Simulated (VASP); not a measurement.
# LiF (Fm-3m) in VASP: further runs, part 2 of 3

VASP 6.6.1. Earlier steps stand in the parts before.

### Step 3. Electric field gradients, PBE

File INCAR:

```
SYSTEM = LiF
ALGO = Normal
EDIFF = 1E-8
ENCUT = 520
GGA = PE
ISIF = 2
ISMEAR = -1
LASPH = .True.
LCHARG = .False.
LEFG = .True.
LREAL = .False.
LWAVE = .False.
NBANDS = 12
NELM = 80
PREC = Accurate
SIGMA = 0.03
```

File KPOINTS:

```
k-points
0
Gamma
  10 10 10
  0 0 0
```

File POSCAR:

```
LiF
1.0
    0.0000000000      2.0140000000      2.0140000000
    2.0140000000      0.0000000000      2.0140000000
    2.0140000000      2.0140000000      0.0000000000
Li F
1 1
Direct
    0.0000000000      0.0000000000      0.0000000000
    0.5000000000      0.5000000000      0.5000000000
```

Potentials or basis: VASP PAW PBE potentials, release 64 (Li_sv, F).

Run with:

```console
$ cat potpaw_PBE.64/Li_sv/POTCAR potpaw_PBE.64/F/POTCAR > POTCAR
$ mpirun -np 1 vasp_std > vasp.out
```

OUTCAR:

```text
SYSTEM = LiF
   EDIFF = 1E-8
   ENCUT = 520
   GGA = PE
   ISIF = 2
   ISMEAR = -1
   LASPH = .True.
   LREAL = .False.
   NELM = 80
   PREC = Accurate

 ion  position               nearest neighbor table
   1  0.000  0.000  0.000-   2 2.01   2 2.01   2 2.01   2 2.01   2 2.01   2 2.01
   2  0.500  0.500  0.500-   1 2.01   1 2.01   1 2.01   1 2.01   1 2.01   1 2.01

  LATTYP: Found a face centered cubic cell.
 ALAT       =     4.0280000000

  Lattice vectors:

 A1 = (   0.0000000000,   2.0140000000,   2.0140000000)
[... 575 lines left out ...]
  ---------------------------------------------------
  free  energy   TOTEN  =        -9.6375485856 eV

  energy  without entropy=       -9.6375485856  energy(sigma->0) =       -9.63754859

 Electric field gradients (V/A^2)
---------------------------------------------------------------------
 ion       V_xx      V_yy      V_zz      V_xy      V_xz      V_yz
---------------------------------------------------------------------
   1       0.000    -0.000    -0.000    -0.001    -0.001    -0.001
   2      -0.000    -0.000     0.000     0.000     0.000     0.000
---------------------------------------------------------------------

 Electric field gradients after diagonalization (V/A^2)
 (convention: |V_zz| > |V_xx| > |V_yy|)
----------------------------------------------------------------------
 ion       V_xx      V_yy      V_zz     asymmetry (V_yy - V_xx)/ V_zz
----------------------------------------------------------------------
   1       0.001     0.001    -0.002       0.000
   2      -0.000    -0.000     0.000       0.000
----------------------------------------------------------------------

           NMR quadrupolar parameters

 Cq : quadrupolar parameter    Cq=e*Q*V_zz/h
 eta: asymmetry parameters     (V_yy - V_xx)/ V_zz
 Q  : nuclear electric quadrupole moment in mb (millibarn)
----------------------------------------------------------------------
 ion       Cq(MHz)       eta       Q (mb)
----------------------------------------------------------------------
   1      -0.000       0.000       1.000
   2       0.000       0.000       1.000
----------------------------------------------------------------------
```

stdout:

```text
POSCAR found type information on POSCAR LiF
 POSCAR found :  2 types and       2 ions
 scaLAPACK will be used
 LDA part: xc-table for (Slater+PW92), standard interpolation
 POSCAR, INCAR and KPOINTS ok, starting setup
 FFT: planning ... GRIDC
 FFT: planning ... GRID_SOFT
 FFT: planning ... GRID
 WAVECAR not read
 entering main loop
ion   1

ion   2
```

Run time: 4.5 s. Hardware: 1 thread of Intel Xeon 6975P-C (Granite Rapids), shared host; peak memory 0.13 GiB.

What came out:

```yaml
Free_energy: -9.6375 eV
Band_gap_on_the_k_mesh: 9.09 eV, direct
```

Levels at points of the mesh, in eV from the valence-band top:
```
           k point  band 2  band 3  band 4  band 5  band 6  band 7  band 8  band 9
(0.00, 0.00, 0.00)  -19.97    0.00    0.00    0.00    9.09   23.97   23.97   23.97
(0.50, 0.00, 0.00)  -19.54   -2.52   -0.23   -0.23   10.77   16.74   18.90   18.90
(0.50, 0.50, 0.00)  -19.27   -3.00   -1.00   -1.00   14.81   16.47   17.45   20.24
```

Caveat: without QUAD_EFG the Cq values of the log hold for a quadrupole moment of 1 mb, not for the nuclei. A hybrid or GW would open this gap; PBE tends to underestimate it.

### Step 4. Electric field gradients, PBE (volume scaled by 0.95)

File INCAR:

```
PREC = Accurate ; ENCUT = 520
EDIFF = 1E-8 ; ISMEAR = -1
SIGMA = 0.03 ; LREAL = F
LASPH = T ; NELM = 80
ALGO = Normal ; ISIF = 2
LWAVE = F ; LCHARG = F
GGA = PE ; LEFG = T
NBANDS = 12
```

File KPOINTS:

```
Automatic mesh
0
Gamma
  10 10 10
```

File POSCAR:

```
LiF
1.0
    0.0000000000      1.9798578110      1.9798578110
    1.9798578110      0.0000000000      1.9798578110
    1.9798578110      1.9798578110      0.0000000000
Li F
1 1
Direct
    0.0000000000      0.0000000000      0.0000000000
    0.5000000000      0.5000000000      0.5000000000
```

Potentials or basis: VASP PAW PBE potentials, release 64 (Li_sv, F).

Run with:

```console
$ cat potpaw_PBE.64/Li_sv/POTCAR potpaw_PBE.64/F/POTCAR > POTCAR
$ mpirun -np 1 vasp_std > vasp.out
```

OUTCAR:

```text
PREC = Accurate
   ENCUT = 520
   EDIFF = 1E-8
   ISMEAR = -1
   LREAL = F
   LASPH = T
   NELM = 80
   ISIF = 2
   GGA = PE

 ion  position               nearest neighbor table
   1  0.000  0.000  0.000-   2 1.98   2 1.98   2 1.98   2 1.98   2 1.98   2 1.98
   2  0.500  0.500  0.500-   1 1.98   1 1.98   1 1.98   1 1.98   1 1.98   1 1.98

  LATTYP: Found a face centered cubic cell.
 ALAT       =     3.9597156220

  Lattice vectors:

 A1 = (   0.0000000000,   1.9798578110,   1.9798578110)
 A2 = (   1.9798578110,   0.0000000000,   1.9798578110)
[... 572 lines left out ...]
  ---------------------------------------------------
  free  energy   TOTEN  =        -9.6158682356 eV

  energy  without entropy=       -9.6158682356  energy(sigma->0) =       -9.61586824

 Electric field gradients (V/A^2)
---------------------------------------------------------------------
 ion       V_xx      V_yy      V_zz      V_xy      V_xz      V_yz
---------------------------------------------------------------------
   1       0.000     0.000    -0.000     0.001     0.001     0.001
   2      -0.000     0.000     0.000     0.002     0.002     0.002
---------------------------------------------------------------------

 Electric field gradients after diagonalization (V/A^2)
 (convention: |V_zz| > |V_xx| > |V_yy|)
----------------------------------------------------------------------
 ion       V_xx      V_yy      V_zz     asymmetry (V_yy - V_xx)/ V_zz
----------------------------------------------------------------------
   1      -0.001    -0.001     0.001       0.000
   2      -0.002    -0.002     0.004       0.000
----------------------------------------------------------------------

           NMR quadrupolar parameters

 Cq : quadrupolar parameter    Cq=e*Q*V_zz/h
 eta: asymmetry parameters     (V_yy - V_xx)/ V_zz
 Q  : nuclear electric quadrupole moment in mb (millibarn)
----------------------------------------------------------------------
 ion       Cq(MHz)       eta       Q (mb)
----------------------------------------------------------------------
   1       0.000       0.000       1.000
   2       0.000       0.000       1.000
----------------------------------------------------------------------
```

OSZICAR:

```text
N       E                     dE             d eps       ncg     rms          rms(c)
DAV:   1     0.307811742286E+02    0.30781E+02   -0.53161E+03  1160   0.834E+02
DAV:   2    -0.913897439350E+01   -0.39920E+02   -0.39055E+02  1364   0.190E+02
DAV:   3    -0.101190656596E+02   -0.98009E+00   -0.97818E+00  1476   0.264E+01
DAV:   4    -0.101269994738E+02   -0.79338E-02   -0.79333E-02  1276   0.256E+00
DAV:   5    -0.101270784660E+02   -0.78992E-04   -0.78992E-04  1436   0.195E-01    0.454E+00
DAV:   6    -0.960489698572E+01    0.52218E+00   -0.24122E+00  1252   0.980E+00    0.135E+00
DAV:   7    -0.960920922536E+01   -0.43122E-02   -0.19972E-02  1488   0.124E+00    0.851E-01
DAV:   8    -0.961577887204E+01   -0.65696E-02   -0.14195E-02  1408   0.124E+00    0.108E-01
DAV:   9    -0.961579498749E+01   -0.16115E-04   -0.91937E-04  1308   0.274E-01    0.419E-02
DAV:  10    -0.961586559132E+01   -0.70604E-04   -0.12068E-04  1264   0.873E-02    0.154E-02
DAV:  11    -0.961586732577E+01   -0.17344E-05   -0.59761E-06  1416   0.229E-02    0.282E-03
DAV:  12    -0.961586823549E+01   -0.90972E-06   -0.46217E-07  1328   0.580E-03    0.931E-04
DAV:  13    -0.961586823558E+01   -0.85947E-10   -0.68730E-08  1332   0.243E-03
   1 F= -.96158682E+01 E0= -.96158682E+01  d E =-.590945E-11
```

Wall time 3.6 s (1 thread of Intel Xeon 6975P-C (Granite Rapids), shared host); peak memory 0.13 GiB.

Results:

```
Free energy            : -9.6159 eV
Band gap on the k mesh : 9.56 eV, direct
```

Caveat: without QUAD_EFG the Cq values of the log hold for a quadrupole moment of 1 mb, not for the nuclei. A k mesh can miss the band edges.

### Step 5. Electric field gradients, PBE (volume scaled by 0.975)

File INCAR:

```
  PREC = Accurate
  ENCUT = 520
  EDIFF = 1E-8
  ISMEAR = -1
  SIGMA = 0.03
  LREAL = False
  LASPH = True
  NELM = 60
  ALGO = Normal
  ISIF = 2
  LWAVE = False
  LCHARG = False
  GGA = PE
  LEFG = True
  NBANDS = 12
```

KPOINTS is that of step 4.

File POSCAR:

```
LiF
1.0
    0.0000000000      1.9970748301      1.9970748301
    1.9970748301      0.0000000000      1.9970748301
    1.9970748301      1.9970748301      0.0000000000
Li F
1 1
Direct
    0.0000000000      0.0000000000      0.0000000000
    0.5000000000      0.5000000000      0.5000000000
```

Potentials or basis: VASP PAW PBE potentials, release 64 (Li_sv, F).

Run with:

```console
$ cat potpaw_PBE.64/Li_sv/POTCAR potpaw_PBE.64/F/POTCAR > POTCAR
$ mpirun -np 1 vasp_std > vasp.out
```

OUTCAR:

```text
PREC = Accurate
   ENCUT = 520
   EDIFF = 1E-8
   ISMEAR = -1
   LREAL = False
   LASPH = True
   NELM = 60
   ISIF = 2
   GGA = PE

 ion  position               nearest neighbor table
   1  0.000  0.000  0.000-   2 2.00   2 2.00   2 2.00   2 2.00   2 2.00   2 2.00
   2  0.500  0.500  0.500-   1 2.00   1 2.00   1 2.00   1 2.00   1 2.00   1 2.00

  LATTYP: Found a face centered cubic cell.
 ALAT       =     3.9941496602

  Lattice vectors:

 A1 = (   0.0000000000,   1.9970748301,   1.9970748301)
 A2 = (   1.9970748301,   0.0000000000,   1.9970748301)
 A3 = (   1.9970748301,   1.9970748301,   0.0000000000)

Analysis of symmetry for initial positions (statically):
=====================================================================
 Subroutine PRICEL returns:
 Original cell was already a primitive cell.

 Routine SETGRP: Setting up the symmetry group for a
 face centered cubic supercell.

[... 550 lines left out ...]
  volume of cell :       15.93
      direct lattice vectors                 reciprocal lattice vectors
     0.000000000  1.997074830  1.997074830    -0.250366182  0.250366182  0.250366182
     1.997074830  0.000000000  1.997074830     0.250366182 -0.250366182  0.250366182
     1.997074830  1.997074830  0.000000000     0.250366182  0.250366182 -0.250366182

 POSITION                                       TOTAL-FORCE (eV/Angst)
 -----------------------------------------------------------------------------------
      0.00000      0.00000      0.00000        -0.000000      0.000000      0.000000
      1.99707      1.99707      1.99707         0.000000     -0.000000     -0.000000
 -----------------------------------------------------------------------------------
    total drift:                               -0.000000     -0.000000      0.000000

  FREE ENERGIE OF THE ION-ELECTRON SYSTEM (eV)
  ---------------------------------------------------
  free  energy   TOTEN  =        -9.6294983547 eV

  energy  without entropy=       -9.6294983547  energy(sigma->0) =       -9.62949835

 Electric field gradients (V/A^2)
---------------------------------------------------------------------
 ion       V_xx      V_yy      V_zz      V_xy      V_xz      V_yz
---------------------------------------------------------------------
   1       0.000    -0.000    -0.000    -0.000    -0.000    -0.000
   2       0.000    -0.000    -0.000     0.001     0.001     0.001
---------------------------------------------------------------------

 Electric field gradients after diagonalization (V/A^2)
 (convention: |V_zz| > |V_xx| > |V_yy|)
----------------------------------------------------------------------
 ion       V_xx      V_yy      V_zz     asymmetry (V_yy - V_xx)/ V_zz
----------------------------------------------------------------------
   1       0.000     0.000    -0.000       0.000
   2      -0.001    -0.001     0.002       0.000
----------------------------------------------------------------------

           NMR quadrupolar parameters

 Cq : quadrupolar parameter    Cq=e*Q*V_zz/h
 eta: asymmetry parameters     (V_yy - V_xx)/ V_zz
 Q  : nuclear electric quadrupole moment in mb (millibarn)
----------------------------------------------------------------------
 ion       Cq(MHz)       eta       Q (mb)
----------------------------------------------------------------------
   1      -0.000       0.000       1.000
   2       0.000       0.000       1.000
----------------------------------------------------------------------
```

OSZICAR:

```text
N       E                     dE             d eps       ncg     rms          rms(c)
DAV:   1     0.302526298693E+02    0.30253E+02   -0.54327E+03  1192   0.847E+02
DAV:   2    -0.919443329035E+01   -0.39447E+02   -0.38760E+02  1344   0.186E+02
DAV:   3    -0.101320346673E+02   -0.93760E+00   -0.93581E+00  1516   0.251E+01
DAV:   4    -0.101399371390E+02   -0.79025E-02   -0.79021E-02  1296   0.240E+00
DAV:   5    -0.101400206920E+02   -0.83553E-04   -0.83553E-04  1504   0.191E-01    0.454E+00
DAV:   6    -0.961837439585E+01    0.52165E+00   -0.24524E+00  1264   0.980E+00    0.137E+00
DAV:   7    -0.962271515211E+01   -0.43408E-02   -0.19099E-02  1504   0.121E+00    0.855E-01
DAV:   8    -0.962940169434E+01   -0.66865E-02   -0.14650E-02  1376   0.126E+00    0.110E-01
DAV:   9    -0.962941983172E+01   -0.18137E-04   -0.93145E-04  1320   0.276E-01    0.425E-02
DAV:  10    -0.962949550085E+01   -0.75669E-04   -0.12738E-04  1280   0.888E-02    0.154E-02
DAV:  11    -0.962949754341E+01   -0.20426E-05   -0.61904E-06  1392   0.232E-02    0.240E-03
DAV:  12    -0.962949836030E+01   -0.81689E-06   -0.47637E-07  1344   0.584E-03    0.952E-04
DAV:  13    -0.962949837771E+01   -0.17412E-07   -0.59138E-08  1352   0.223E-03    0.255E-04
DAV:  14    -0.962949835011E+01    0.27600E-07   -0.32422E-09  1080   0.494E-04    0.486E-05
DAV:  15    -0.962949835472E+01   -0.46102E-08   -0.12350E-09   636   0.279E-04
   1 F= -.96294984E+01 E0= -.96294984E+01  d E =-.492354E-11
```

stdout:

```text
POSCAR found type information on POSCAR LiF
 POSCAR found :  2 types and       2 ions
 scaLAPACK will be used
 LDA part: xc-table for (Slater+PW92), standard interpolation
 POSCAR, INCAR and KPOINTS ok, starting setup
 FFT: planning ... GRIDC
 FFT: planning ... GRID_SOFT
 FFT: planning ... GRID
 WAVECAR not read
 entering main loop
ion   1

ion   2
```

It took 4.1 s on 1 thread of Intel Xeon 6975P-C (Granite Rapids), shared host; peak memory 0.13 GiB.

Results:

| Quantity | Value |
| --- | --- |
| Free energy | -9.6295 eV |
| Band gap on the k mesh | 9.32 eV, direct |

Caveat: without QUAD_EFG the Cq values of the log hold for a quadrupole moment of 1 mb, not for the nuclei. A k mesh can miss the band edges.

[end of part 2 of 3]
